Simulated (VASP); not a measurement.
Runs of VASP 6.6.1 on Sc3Cr. The structure is that of space group Fm-3m (No. 225), or close to it. The cells are those of the table. 

```csv
task,spin,cell,k mesh,cutoff (eV),gap on the mesh (eV),pressure (GPa),moment (μB)
single point,off,"a = 4.946 Å, angles 60.0°, 4 atoms",10 × 10 × 10,520,none,-4.6,-
single point,off,"a = 4.826 Å, angles 60.0°, 4 atoms",10 × 10 × 10,520,none,0.0,-
single point,collinear,"a = 4.946 Å, angles 60.0°, 4 atoms",10 × 10 × 10,520,none,(b),2.71
single point,"collinear, ferromagnetic start","a = 4.969 Å, angles 60.0°, 4 atoms",4 × 4 × 4,520,none,-1.1,(a)
relaxation of cell and atoms,off,"relaxed from a = 4.946 Å, angles 60.0°, 4 atoms",10 × 10 × 10,600,none,0.0,-
```

Alike in all rows: level PBE; potentials or basis VASP PAW PBE potentials, release 64 (Sc_sv, Cr_pv); smearing gaussian 0.1 eV.

Problem. Estimate the missing entries.

Solution. (a) 2.79; (b) 0.1.

Caveats: some runs use coarse meshes; the cell stands under tension (at least some runs).

A gap of «none» marks levels without a gap at the run's occupations.
